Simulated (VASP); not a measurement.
Nb3C:

```
Nb C
1.0
     6.09816    0.00000    0.00000
    -3.04908    5.28116    0.00000
     0.00000    0.00000    3.39843
Nb C
6 2
Direct
  0.29710 0.38290 0.25000
  0.91420 0.29710 0.75000
  0.61710 0.91420 0.25000
  0.70290 0.61710 0.75000
  0.08580 0.70290 0.25000
  0.38290 0.08580 0.75000
  0.66667 0.33333 0.25000
  0.33333 0.66667 0.75000
```

The cell was built from a structure type or drawn by symmetry, and may not be a known phase.

* Program: VASP 6.6.1
* Task: relaxation of cell and atoms
* Functional: PBE
* Potentials or basis: VASP PAW PBE potentials, release 64 (Nb_sv, C)
* Cutoff: 600 eV
* k mesh: 3 × 3 × 6
* Occupations: gaussian, width 0.1 eV
* Spin: no spin polarisation

At the start: pressure 22.1 GPa; volume 13.68 Å³/atom.

Q: How do energy, volume and symmetry change on relaxing?

A: Over 11 steps the energy falls by 173.3 meV/atom and the volume is 15.20 Å³/atom (+11.1 %); space group P6_3/m (No. 176, to 0.1 Å) before and after.

Step by step:
| step | energy change (eV) | largest force (eV/Å) | pressure (GPa) | volume (Å³) |
| --- | --- | --- | --- | --- |
| 1 | 0.0000 | 0.8811 | 22.15 | 109.45 |
| 2 | 0.9341 | 1.4575 | -25.63 | 141.82 |
| 3 | -0.9902 | 0.6783 | -4.38 | 121.82 |
| 4 | -0.9924 | 0.6547 | -3.56 | 121.31 |
| 5 | -1.3224 | 0.5256 | 0.39 | 120.05 |
| 6 | -1.3226 | 0.5272 | 0.30 | 120.08 |
| 7 | -1.3708 | 0.1676 | 0.90 | 120.39 |
| 8 | -1.3745 | 0.1804 | 1.18 | 120.51 |
| 9 | -1.3784 | 0.1130 | -1.78 | 122.42 |
| 10 | -1.3812 | 0.1318 | -0.64 | 121.67 |
| 11 | -1.3866 | 0.0398 | -0.22 | 121.57 |

Final structure:
```xyz
8
Lattice="6.5507 0.0000 0.0000 -3.2754 5.6731 0.0000 0.0000 0.0000 3.2713" Properties=species:S:1:pos:R:3 pbc="T T T"
Nb    0.7541    2.2061    0.8178
Nb    5.0172    1.7561    2.4535
Nb    0.9878    5.2231    0.8178
Nb    2.5213    3.4670    2.4535
Nb   -1.7419    3.9170    0.8178
Nb    2.2876    0.4500    2.4535
C     3.2754    1.8910    0.8178
C     0.0000    3.7821    2.4535
```

Caveat: the k points lie up to 0.37 Å⁻¹ apart in the final cell, too coarse for converged energies and pressures of a metal.
